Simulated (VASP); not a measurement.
A run of VASP 6.6.1 is set up as follows.

The input POSCAR:

```
CdSe
1.0
    4.0193504367      0.0000000000      0.0000000000
   -2.0096752184      3.4808595849      0.0000000000
    0.0000000000      0.0000000000      6.6587297966
Cd Se
2 2
Direct
    0.0000000000      0.0000000000      0.0000000000
    0.0000000000      0.0000000000      0.5000000000
    0.3333333333      0.6666666667      0.2500000000
    0.6666666667      0.3333333333      0.7500000000
```

Contents of INCAR.step1:

```
  ALGO = Normal
  EDIFF = 1E-4
  ENCUT = 520
  GGA = PE
  ISMEAR = -1
  LASPH = T
  LCHARG = F
  LREAL = F
  LWAVE = T
  NBANDS = 26
  NELM = 100
  PREC = Accurate
  SIGMA = 0.02
```

INCAR.step2

```
  ALGO = Normal
  EDIFF = 1E-7
  ENCUT = 520
  ISIF = 2
  ISMEAR = -1
  ISTART = 1
  LASPH = T
  LCHARG = F
  LMIXTAU = T
  LREAL = F
  LWAVE = F
  METAGGA = R2SCAN
  NBANDS = 26
  NELM = 100
  PREC = Accurate
  SIGMA = 0.02
```

Contents of KPOINTS:

```
k-points
0
Gamma
  6 6 4
```

Potentials or basis: VASP PAW PBE potentials, release 64 (Cd, Se).

Run with:

```console
$ cat potpaw_PBE.64/Cd/POTCAR potpaw_PBE.64/Se/POTCAR > POTCAR
$ cp INCAR.step1 INCAR
$ mpirun -np 1 vasp_std > vasp.out
$ cp INCAR.step2 INCAR
$ mpirun -np 1 vasp_std > vasp.out
```

What does it give for the pressure?

0.4 GPa.

What does it give for the band gap on the k mesh?

0.52 eV, indirect (least direct gap 0.56 eV).

Caveat: the PAW data sets were made with another functional, which shifts forces and pressure a little. A k mesh can miss the band edges.
